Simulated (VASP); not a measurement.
Crystal: BiTe.

```xyz
2
Lattice="0.0000 3.2350 3.2350 3.2350 0.0000 3.2350 3.2350 3.2350 0.0000" Properties=species:S:1:pos:R:3 pbc="T T T"
Bi   -0.0333    0.0130   -0.0102
Te    3.2165    3.2623    3.1605
```

This cell differs from its parent crystal: atoms moved at random.

```yaml
Program: VASP 6.6.1
Task: relaxation of the atoms
Functional: SVWN5
Potentials_or_basis: VASP PAW PBE potentials, release 64 (Bi_d, Te)
Cutoff: 520 eV
k_mesh: 6 × 6 × 6
Occupations: fermi-dirac, width 0.1 eV
Spin: no spin polarisation
```

At the start: pressure -2.7 GPa; volume 33.86 Å³/atom.

Q: How do energy, volume and symmetry change on relaxing?

A: Over 3 steps the energy falls by 3.0 meV/atom at a fixed cell; space group I4mm (No. 107, to 0.1 Å) before, Fm-3m (No. 225, to 0.1 Å).

The path:
| step | energy change (eV) | largest force (eV/Å) | pressure (GPa) |
| --- | --- | --- | --- |
| 1 | 0.0000 | 0.1764 | -2.66 |
| 2 | -0.0026 | 0.1320 | -2.70 |
| 3 | -0.0060 | 0.0005 | -2.74 |

Final structure:
```
CELL_PARAMETERS angstrom
0.00000 3.23500 3.23500
3.23500 0.00000 3.23500
3.23500 3.23500 0.00000
ATOMIC_POSITIONS crystal
Bi 0.00056 0.98634 0.00567
Te 0.50058 0.48636 0.50563
```

Caveat: the cell differs from its parent crystal (atoms moved at random); the PAW data sets were made with another functional, which shifts forces and pressure a little; an odd number of electrons without spin polarisation forces a metal; a magnetic or distorted state may lie lower.
